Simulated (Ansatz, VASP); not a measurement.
BaZnSbF in VASP and in Ansatz

File INCAR:

```
SYSTEM = BaZnSbF
PREC = Accurate
ENCUT = 600
EDIFF = 1E-6
ISMEAR = -1
SIGMA = 0.02
LREAL = .FALSE.
LASPH = .TRUE.
NELM = 120
ALGO = Normal
ISIF = 2
LWAVE = .FALSE.
LCHARG = .FALSE.
GGA = PE
NBANDS = 44
GGA_COMPAT = .FALSE.
```

File KPOINTS:

```
regular mesh
0
G
  6 6 2
  0 0 0
```

Contents of POSCAR:

```
BaZnSbF
1.0
    4.4811709520      0.0000000000      0.0000000000
    0.0000000000      4.4811709520      0.0000000000
    0.0000000000      0.0000000000      9.8447847091
Ba Zn Sb F
2 2 2 2
Direct
    0.0000000000      0.5000000000      0.3503227621
    0.5000000000      0.0000000000      0.6496772379
    0.5000000000      0.5000000000      0.0000000000
    0.0000000000      0.0000000000      0.0000000000
    0.5000000000      0.0000000000      0.1662770925
    0.0000000000      0.5000000000      0.8337229075
    0.5000000000      0.5000000000      0.5000000000
    0.0000000000      0.0000000000      0.5000000000
```

Input for Ansatz:

```yaml
crystal:
  lattice:
    - [4.481170952, 0.0, 0.0]
    - [0.0, 4.481170952, 0.0]
    - [0.0, 0.0, 9.8447847091]
  atoms:
    - { symbol: Ba, position: [0.0, 0.5, 0.3503227621] }
    - { symbol: Ba, position: [0.5, 0.0, 0.6496772379] }
    - { symbol: Zn, position: [0.5, 0.5, 0.0] }
    - { symbol: Zn, position: [0.0, 0.0, 0.0] }
    - { symbol: Sb, position: [0.5, 0.0, 0.1662770925] }
    - { symbol: Sb, position: [0.0, 0.5, 0.8337229075] }
    - { symbol: F, position: [0.5, 0.5, 0.5] }
    - { symbol: F, position: [0.0, 0.0, 0.5] }
kpoints:
  mp_grid: { grid: [6, 6, 2] }
hamiltonian:
  xc: pbe
scf:
  occupations: { method: fermi_dirac, width: 0.02 }
  n_extra_bands: 6
output:
  forces: true
  stress: true
  eigenvalues: true
```

Alike in both runs: task single point; functional PBE; k mesh 6 × 6 × 2; occupations fermi-dirac, width 0.02 eV; no spin polarisation.

|  | VASP | Ansatz |
| --- | --- | --- |
| version | VASP 6.6.1 | Ansatz 0.2.0 |
| potentials or method | VASP PAW PBE potentials, release 64 (Ba_sv, Zn, Sb, F) | plane waves, PAW |
| plane-wave cutoff (eV) | 600 | 420 |
| valence electrons in the cell | 68 | 88 |

Ansatz gave:

* pressure (GPa): 0.0
* rms of the force components (eV/Å): 0.000

Problem. Which values does VASP return?

Solution. Pressure (GPa): 0.5; rms of the force components (eV/Å): 0.030.

Atom by atom the forces differ by 0.030 eV/Å (rms over components). VASP's potentials hold 68 valence electrons a cell and Ansatz's 88, so a difference there can come from the potentials and not from the codes.

Spin-orbit coupling is off throughout.
